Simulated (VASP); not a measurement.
# SnSe in VASP: a series of runs

SnSe is run at these levels: r2SCAN; tasks: single point.

All numbers are computed with VASP 6.6.1; they aren't measurements. Logs are shortened: lines on timing, memory, paths and dates and some standing lists are left out, and cuts for length are marked.

### 1 The cell of the first run

The cell holds a slab with vacuum, 4 atoms: a = 4.285 Å, b = 4.287 Å, c = 10.996 Å, α = 93.44°, β = 90.00°, γ = 90.00°.

### 2 Single point, r2SCAN (strain -0.0600 x Voigt [0, 0, 0, 1, 0, 0])

The input, POSCAR:

```
SnSe
1.0
    4.2853274191      0.0000000000      0.0000000000
    0.0000000000      4.2853274191     -0.1285598226
    0.0000000000     -0.3297207639     10.9906921300
Sn Se
2 2
Direct
    0.5000000000      0.0000000000      0.3722291100
    0.0000000000      0.5000000000      0.6277708900
    0.5000000000      0.0000000000      0.6160394900
    0.0000000000      0.5000000000      0.3839605100
```

The input, INCAR.step1:

```
  ALGO = Normal
  EDIFF = 1E-4
  ENCUT = 520
  GGA = PE
  ISMEAR = 0
  LASPH = True
  LCHARG = False
  LREAL = False
  LWAVE = True
  NBANDS = 28
  NELM = 80
  PREC = Accurate
  SIGMA = 0.05
```

The input, INCAR.step2:

```
  ALGO = Normal
  EDIFF = 1E-6
  ENCUT = 520
  ISIF = 2
  ISMEAR = 0
  ISTART = 1
  LASPH = True
  LCHARG = False
  LMIXTAU = True
  LREAL = False
  LWAVE = False
  METAGGA = R2SCAN
  NBANDS = 28
  NELM = 80
  PREC = Accurate
  SIGMA = 0.05
```

The input, KPOINTS:

```
k-points
0
Gamma
  6 6 4
```

Potentials or basis: VASP PAW PBE potentials, release 64 (Sn_d, Se).

Started as:

```sh
$ cat potpaw_PBE.64/Sn_d/POTCAR potpaw_PBE.64/Se/POTCAR > POTCAR
$ cp INCAR.step1 INCAR
$ mpirun -np 1 vasp_std > vasp.out
$ cp INCAR.step2 INCAR
$ mpirun -np 1 vasp_std > vasp.out
```

OUTCAR:

```text
EDIFF = 1E-6
   ENCUT = 520
   ISIF = 2
   ISMEAR = 0
   ISTART = 1
   LASPH = True
   LREAL = False
   METAGGA = R2SCAN
   NELM = 80
   PREC = Accurate

 ion  position               nearest neighbor table
   1  0.500  0.000  0.372-   3 2.68   4 3.03   4 3.03   4 3.04   4 3.04
   2  0.000  0.500  0.628-   4 2.68   3 3.03   3 3.03   3 3.04   3 3.04
   3  0.500  0.000  0.616-   1 2.68   2 3.03   2 3.03   2 3.04   2 3.04
   4  0.000  0.500  0.384-   2 2.68   1 3.03   1 3.03   1 3.04   1 3.04

  LATTYP: Found a simple monoclinic cell.
 ALAT       =     4.2872553827
 B/A-ratio  =     0.9995503035
 C/A-ratio  =     2.5647263453
 COS(beta)  =    -0.0599460486

  Lattice vectors:

 A1 = (   0.0000000000,   4.2853274191,  -0.1285598226)
 A2 = (  -4.2853274191,   0.0000000000,   0.0000000000)
 A3 = (   0.0000000000,  -0.3297207639,  10.9906921300)

Analysis of symmetry for initial positions (statically):
=====================================================================
 Subroutine PRICEL returns:
 Original cell was already a primitive cell.

 Routine SETGRP: Setting up the symmetry group for a
 simple monoclinic supercell.

 Subroutine GETGRP returns: Found  4 space group operations
 (whereof  2 operations were pure point group operations)
 out of a pool of  4 trial point group operations.

The static configuration has the point symmetry C_1h.
 The point group associated with its full space group is C_2h.

Analysis of symmetry for dynamics (positions and initial velocities):
=====================================================================
 Subroutine PRICEL returns:
 Original cell was already a primitive cell.

 Routine SETGRP: Setting up the symmetry group for a
 simple monoclinic supercell.

 Subroutine GETGRP returns: Found  4 space group operations
 (whereof  2 operations were pure point group operations)
 out of a pool of  4 trial point group operations.

The dynamic configuration has the point symmetry C_1h.
 The point group associated with its full space group is C_2h.

 Subroutine INISYM returns: Found  4 space group operations
 (whereof  2 operations are pure point group operations),
 and found     1 'primitive' translations

----------------------------------------------------------------------------------------

                                     Primitive cell

  volume of cell :     201.6518

  direct lattice vectors                    reciprocal lattice vectors
     4.285327419  0.000000000  0.000000000     0.233354398  0.000000000  0.000000000
     0.000000000  4.285327419 -0.128559823     0.000000000  0.233564606  0.007006938
     0.000000000 -0.329720764 10.990692130     0.000000000  0.002732041  0.091068042

  length of vectors
     4.285327419  4.287255383 10.995636829     0.233354398  0.233669687  0.091109013

  position of ions in fractional coordinates (direct lattice)
     0.500000000  0.000000000  0.372229110
     0.000000000  0.500000000  0.627770890
     0.500000000  0.000000000  0.616039490
     0.000000000  0.500000000  0.383960510

  ion indices of the primitive-cell ions
   primitive index   ion index
                 1           1
                 2           2
                 3           3
                 4           4

----------------------------------------------------------------------------------------

 KPOINTS: k-points

Automatic generation of k-mesh.
 Grid dimensions read from file:
 generate k-points for:    6    6    4

 Generating k-lattice:

  Cartesian coordinates                     Fractional coordinates (reciprocal lattice)
     0.038892400  0.000000000  0.000000000     0.166666667  0.000000000  0.000000000
     0.000000000  0.038927434  0.001167823     0.000000000  0.166666667  0.000000000
     0.000000000  0.000683010  0.022767010     0.000000000  0.000000000  0.250000000

  Length of vectors
     0.038892400  0.038944948  0.022777253

  Shift w.r.t. Gamma in fractional coordinates (k-lattice)
     0.000000000  0.000000000  0.000000000

 Subroutine IBZKPT returns following result:
 ===========================================

 Found     56 irreducible k-points:

 Following reciprocal coordinates:
            Coordinates               Weight
  0.000000  0.000000  0.000000      1.000000
  0.166667  0.000000  0.000000      2.000000
  0.333333  0.000000  0.000000      2.000000
  0.500000  0.000000  0.000000      1.000000
  0.000000  0.166667 -0.000000      2.000000
  0.166667  0.166667 -0.000000      4.000000
[... 16 lines left out ...]
  0.333333  0.166667  0.250000      4.000000
  0.500000  0.166667  0.250000      2.000000
 [... further k-points ...]
   k-points           NKPTS =     56   k-points in BZ     NKDIM =     56   number of bands    NBANDS=     28
   number of dos      NEDOS =    301   number of ions     NIONS =      4
   total plane-waves  NPLWV =  86016
   dimension x,y,z NGX =    32 NGY =   32 NGZ =   84
   dimension x,y,z NGXF=    64 NGYF=   64 NGZF=  168
[... 56 lines left out ...]
  ext. energy  EPLUGINS =         0.00000000
  ---------------------------------------------------
  free energy    TOTEN  =       -79.55405036 eV

  energy without entropy =      -79.55405036  energy(sigma->0) =      -79.55405036

 E-fermi :   0.7414     XC(G=0):  -6.2131

 val. band max:        0.4604584804   @ k =   0.3333  -0.0000   0.5000
 cond. band min:       2.2138257845   @ k =   0.3333  -0.0000   0.5000
 fundamental gap:      1.7533673041
 Fermi energy:         0.7413539771

 k-point     1 :       0.0000    0.0000    0.0000
  band No.  band energies     occupation
      1     -21.3171      2.00000
      2     -21.3129      2.00000
      3     -21.3115      2.00000
      4     -21.3055      2.00000
      5     -21.2919      2.00000
      6     -21.2598      2.00000
[... 20 lines left out ...]
     27       6.5901      0.00000
     28       6.6616      0.00000

 k-point     2 :       0.1667    0.0000    0.0000
  band No.  band energies     occupation
      1     -21.3146      2.00000
      2     -21.3145      2.00000
      3     -21.3097      2.00000
      4     -21.3082      2.00000
      5     -21.2880      2.00000
      6     -21.2602      2.00000
[... 20 lines left out ...]
     27       6.2058      0.00000
     28       6.2066      0.00000

 k-point     3 :       0.3333    0.0000    0.0000
  band No.  band energies     occupation
      1     -21.3176      2.00000
      2     -21.3140      2.00000
      3     -21.3095      2.00000
      4     -21.3065      2.00000
      5     -21.2782      2.00000
      6     -21.2625      2.00000
[... 20 lines left out ...]
     27       5.8886      0.00000
     28       7.5213      0.00000

 k-point     4 :       0.5000    0.0000    0.0000
  band No.  band energies     occupation
      1     -21.3179      2.00000
      2     -21.3179      2.00000
      3     -21.3061      2.00000
      4     -21.3061      2.00000
      5     -21.2684      2.00000
      6     -21.2684      2.00000
[... 20 lines left out ...]
     27       6.7322      0.00000
     28       6.7322      0.00000

 k-point     5 :       0.0000    0.1667   -0.0000
  band No.  band energies     occupation
      1     -21.3146      2.00000
      2     -21.3146      2.00000
      3     -21.3097      2.00000
      4     -21.3082      2.00000
      5     -21.2880      2.00000
      6     -21.2602      2.00000
[... 20 lines left out ...]
     27       6.1639      0.00000
     28       6.2274      0.00000

 k-point     6 :       0.1667    0.1667   -0.0000
  band No.  band energies     occupation
      1     -21.3169      2.00000
      2     -21.3121      2.00000
      3     -21.3119      2.00000
      4     -21.3076      2.00000
      5     -21.2837      2.00000
      6     -21.2604      2.00000
[... 463 lines left out ...]
      5     -21.2880      2.00000
      6     -21.2602      2.00000
[... 20 lines left out ...]
     27       6.1356      0.00000
     28       6.2675      0.00000

 k-point    22 :       0.1667    0.1667    0.2500
  band No.  band energies     occupation
      1     -21.3169      2.00000
      2     -21.3121      2.00000
      3     -21.3119      2.00000
      4     -21.3076      2.00000
      5     -21.2837      2.00000
      6     -21.2604      2.00000
[... 20 lines left out ...]
     27       6.0544      0.00000
     28       7.2484      0.00000

 k-point    23 :       0.3333    0.1667    0.2500
  band No.  band energies     occupation
      1     -21.3213      2.00000
      2     -21.3189      2.00000
      3     -21.3065      2.00000
      4     -21.3040      2.00000
      5     -21.2746      2.00000
      6     -21.2620      2.00000
[... 20 lines left out ...]
     27       6.3358      0.00000
     28       6.9516      0.00000

 k-point    24 :       0.5000    0.1667    0.2500
  band No.  band energies     occupation
      1     -21.3227      2.00000
      2     -21.3227      2.00000
      3     -21.3032      2.00000
      4     -21.3032      2.00000
      5     -21.2664      2.00000
      6     -21.2664      2.00000
[... 20 lines left out ...]
     27       6.9174      0.00000
     28       6.9174      0.00000

 [... further k-points ...]
[... 5 lines left out ...]
  --------------------------------------------------------------------------------------
  -------------------------------------------------------------------------------------
  Total        0.0398253     -0.0044919      0.0257478      0.0000000      0.6058064      0.0000000
  in kB        0.3164229     -0.0356897      0.2045729      0.0000000      4.8132940      0.0000000
  external PRESSURE =       0.1617687 kB  Pullay stress =       0.0000000 kB

 VOLUME and BASIS-vectors are now :
 -----------------------------------------------------------------------------
  energy-cutoff  :      520.00
  volume of cell :      201.65
      direct lattice vectors                 reciprocal lattice vectors
     4.285327419  0.000000000  0.000000000     0.233354398  0.000000000  0.000000000
     0.000000000  4.285327419 -0.128559823     0.000000000  0.233564606  0.007006938
     0.000000000 -0.329720764 10.990692130     0.000000000  0.002732041  0.091068042

 POSITION                                       TOTAL-FORCE (eV/Angst)
 -----------------------------------------------------------------------------------
      2.14266     -0.12273      4.09106         0.000000     -0.025769     -0.028014
      0.00000      1.93567      6.83536         0.000000      0.025769      0.028014
      2.14266     -0.20312      6.77070         0.000000      0.209531      0.003121
      0.00000      2.01606      4.15571         0.000000     -0.209531     -0.003121
 -----------------------------------------------------------------------------------
    total drift:                                0.000000     -0.000000      0.000000

  FREE ENERGIE OF THE ION-ELECTRON SYSTEM (eV)
  ---------------------------------------------------
  free  energy   TOTEN  =       -79.5540503578 eV

  energy  without entropy=      -79.5540503578  energy(sigma->0) =      -79.55405036
```

It took 30 min on 1 thread of Intel Xeon 8259CL, shared host; peak memory 0.5 GiB.

Results:

```yaml
Free_energy: -79.5541 eV
Largest_force: 0.210 eV/Å
Band_gap_on_the_k_mesh: 1.75 eV
```

Forces on the atoms (eV/Å):
```
Sn   0.000 -0.026 -0.028
Sn   0.000  0.026  0.028
Se   0.000  0.210  0.003
Se   0.000 -0.210 -0.003
```

Levels at points of the mesh, in eV from the valence-band top:
```tsv
k point	band 18	band 19	band 20	band 21	band 22	band 23
(0.00, 0.00, 0.00)	-1.84	-1.81	-0.28	1.92	4.18	4.22
(0.50, 0.00, 0.00)	-1.63	-0.14	-0.14	1.80	1.80	2.34
(0.00, 0.50, 0.00)	-1.58	-0.18	-0.11	1.81	1.87	2.23
(0.50, 0.50, 0.00)	-3.32	-1.76	-1.76	3.97	3.97	5.22
(0.00, 0.00, 0.50)	-1.84	-1.81	-0.28	1.78	4.22	4.78
(0.50, 0.00, 0.50)	-1.63	-0.14	-0.14	1.80	1.80	2.34
(0.00, 0.50, 0.50)	-1.58	-0.18	-0.11	1.81	1.87	2.23
(0.50, 0.50, 0.50)	-3.32	-1.76	-1.76	3.94	3.94	5.28
```

Caveat: the cell differs from its parent crystal (strain -0.0600 x Voigt [0, 0, 0, 1, 0, 0]); the PAW data sets were made with another functional, which shifts forces and pressure a little; spin-orbit coupling is left out, which moves the levels of the heavy elements.

### 3 Single point, r2SCAN (strain +0.0450 x Voigt [0, 0, 0, 1, 0, 0])

Changes to POSCAR since step 2:

```diff
@@ -3,4 +3,4 @@
     4.2853274191      0.0000000000      0.0000000000
-    0.0000000000      4.2853274191     -0.1285598226
-    0.0000000000     -0.3297207639     10.9906921300
+    0.0000000000      4.2853274191      0.0964198669
+    0.0000000000      0.2472905729     10.9906921300
 Sn Se
```

The input, INCAR.step1:

```
ALGO = Normal
EDIFF = 1E-4
ENCUT = 520
GGA = PE
ISMEAR = 0
LASPH = T
LCHARG = F
LREAL = F
LWAVE = T
NBANDS = 28
NELM = 60
PREC = Accurate
SIGMA = 0.05
```

The input, INCAR.step2:

```
ALGO = Normal
EDIFF = 1E-6
ENCUT = 520
ISIF = 2
ISMEAR = 0
ISTART = 1
LASPH = T
LCHARG = T
LELF = T
LMIXTAU = T
LREAL = F
LVHAR = T
LWAVE = F
METAGGA = R2SCAN
NBANDS = 28
NELM = 60
PREC = Accurate
SIGMA = 0.05
```

KPOINTS is that of step 2.

Potentials or basis: VASP PAW PBE potentials, release 64 (Sn_d, Se).

Started as:

```sh
$ cat potpaw_PBE.64/Sn_d/POTCAR potpaw_PBE.64/Se/POTCAR > POTCAR
$ cp INCAR.step1 INCAR
$ mpirun -np 1 vasp_std > vasp.out
$ cp INCAR.step2 INCAR
$ mpirun -np 1 vasp_std > vasp.out
```

Run time: 27 min. Hardware: 1 thread of Intel Xeon 8259CL, shared host; peak memory 0.5 GiB.

It converged, with:

| Property | Result |
| --- | --- |
| Free energy | -79.5620 eV |
| Largest force | 0.157 eV/Å |
| Band gap on the k mesh | 1.76 eV |

Forces on the atoms (eV/Å):
```
Sn   0.000  0.019 -0.023
Sn   0.000 -0.019  0.023
Se   0.000 -0.157  0.002
Se   0.000  0.157 -0.002
```

Levels at points of the mesh, in eV from the valence-band top:
| k point | band 16 | band 17 | band 18 | band 19 | band 20 | band 21 | band 22 | band 23 | band 24 | band 25 |
| --- | --- | --- | --- | --- | --- | --- | --- | --- | --- | --- |
| (0.00, 0.00, 0.00) | -3.17 | -3.16 | -1.83 | -1.81 | -0.29 | 1.92 | 4.19 | 4.22 | 4.77 | 4.78 |
| (0.50, 0.00, 0.00) | -2.40 | -1.63 | -1.63 | -0.14 | -0.14 | 1.82 | 1.82 | 2.33 | 2.33 | 3.51 |
| (0.00, 0.50, 0.00) | -2.36 | -1.67 | -1.59 | -0.17 | -0.11 | 1.81 | 1.86 | 2.25 | 2.38 | 3.49 |
| (0.50, 0.50, 0.00) | -4.92 | -3.32 | -3.32 | -1.77 | -1.77 | 3.99 | 3.99 | 5.20 | 5.20 | 5.37 |
| (0.00, 0.00, 0.50) | -3.17 | -3.16 | -1.83 | -1.81 | -0.29 | 1.78 | 4.22 | 4.77 | 4.78 | 5.09 |
| (0.50, 0.00, 0.50) | -2.40 | -1.63 | -1.63 | -0.14 | -0.14 | 1.82 | 1.82 | 2.33 | 2.33 | 3.44 |
| (0.00, 0.50, 0.50) | -2.36 | -1.67 | -1.59 | -0.17 | -0.11 | 1.82 | 1.86 | 2.25 | 2.38 | 3.41 |
| (0.50, 0.50, 0.50) | -4.92 | -3.32 | -3.32 | -1.77 | -1.77 | 3.96 | 3.96 | 5.27 | 5.27 | 5.34 |

Caveat: the cell differs from its parent crystal (strain +0.0450 x Voigt [0, 0, 0, 1, 0, 0]); the PAW data sets were made with another functional, which shifts forces and pressure a little; spin-orbit coupling is left out, which moves the levels of the heavy elements.

### 4 Single point, r2SCAN (strain -0.0300 x Voigt [0, 0, 0, 1, 0, 0])

Changes to POSCAR since step 3:

```diff
@@ -3,4 +3,4 @@
     4.2853274191      0.0000000000      0.0000000000
-    0.0000000000      4.2853274191      0.0964198669
-    0.0000000000      0.2472905729     10.9906921300
+    0.0000000000      4.2853274191     -0.0642799113
+    0.0000000000     -0.1648603820     10.9906921300
 Sn Se
```

The input, INCAR.step1:

```
PREC = Accurate
ENCUT = 520
ISMEAR = 0
SIGMA = 0.05
LREAL = False
LASPH = True
NELM = 100
NBANDS = 28
GGA = PE
ALGO = Normal
EDIFF = 1E-4
LWAVE = True
LCHARG = False
```

The input, INCAR.step2:

```
PREC = Accurate
ENCUT = 520
EDIFF = 1E-6
ISMEAR = 0
SIGMA = 0.05
LREAL = False
LASPH = True
NELM = 100
ALGO = Normal
ISIF = 2
LWAVE = False
LCHARG = True
METAGGA = R2SCAN
LMIXTAU = True
LELF = True
LVHAR = True
NBANDS = 28
ISTART = 1
```

The input, KPOINTS:

```
regular mesh
0
Gamma
  6 6 4
```

Started as:

```sh
$ cat potpaw_PBE.64/Sn_d/POTCAR potpaw_PBE.64/Se/POTCAR > POTCAR
$ cp INCAR.step1 INCAR
$ mpirun -np 1 vasp_std > vasp.out
$ cp INCAR.step2 INCAR
$ mpirun -np 1 vasp_std > vasp.out
```

It took 9.4 min on 1 thread of Intel Xeon 6975P-C (Granite Rapids), shared host; peak memory 0.48 GiB.

It converged, with:

| Property | Result |
| --- | --- |
| Free energy | -79.5677 eV |
| Largest force | 0.104 eV/Å |
| Band gap on the k mesh | 1.77 eV |

Forces on the atoms (eV/Å):
```
Sn   0.000 -0.013 -0.020
Sn   0.000  0.013  0.020
Se   0.000  0.104  0.001
Se   0.000 -0.104 -0.001
```

Levels at points of the mesh, in eV from the valence-band top:
```csv
k point,band 17,band 18,band 19,band 20,band 21,band 22,band 23,band 24
"(0.00, 0.00, 0.00)",-3.17,-1.82,-1.81,-0.30,1.91,4.19,4.22,4.77
"(0.50, 0.00, 0.00)",-1.63,-1.63,-0.14,-0.14,1.83,1.83,2.32,2.32
"(0.00, 0.50, 0.00)",-1.66,-1.61,-0.16,-0.12,1.82,1.85,2.27,2.36
"(0.50, 0.50, 0.00)",-3.32,-3.32,-1.77,-1.77,4.00,4.00,5.19,5.19
"(0.00, 0.00, 0.50)",-3.17,-1.82,-1.81,-0.30,1.78,4.22,4.77,4.78
"(0.50, 0.00, 0.50)",-1.63,-1.63,-0.14,-0.14,1.83,1.83,2.32,2.32
"(0.00, 0.50, 0.50)",-1.66,-1.61,-0.16,-0.12,1.82,1.85,2.27,2.36
"(0.50, 0.50, 0.50)",-3.32,-3.32,-1.77,-1.77,3.97,3.97,5.25,5.25
```

Caveat: the cell differs from its parent crystal (strain -0.0300 x Voigt [0, 0, 0, 1, 0, 0]); the PAW data sets were made with another functional, which shifts forces and pressure a little; spin-orbit coupling is left out, which moves the levels of the heavy elements.

### 5 The runs side by side

```tsv
cell	gap on the mesh (eV)	largest force (eV/Å)
a = 4.285, b = 4.287, c = 10.996 Å, angles 93.4, 90.0, 90.0°, 4 atoms	1.75	0.21
a = 4.285, b = 4.286, c = 10.993 Å, angles 87.4, 90.0, 90.0°, 4 atoms	1.76	0.16
a = 4.285, b = 4.286, c = 10.992 Å, angles 91.7, 90.0, 90.0°, 4 atoms	1.77	0.10
```

Alike in all rows: task single point; level r2SCAN; potentials or basis VASP PAW PBE potentials, release 64 (Sn_d, Se); no spin polarisation; k mesh 6 × 6 × 4; cutoff (eV) 520; smearing gaussian 0.05 eV.

Caveats: the PAW data sets were made with another functional, which shifts forces and pressure a little; spin-orbit coupling is left out, which moves the levels of the heavy elements.

Absolute energies hang on the potentials; compare differences alone.
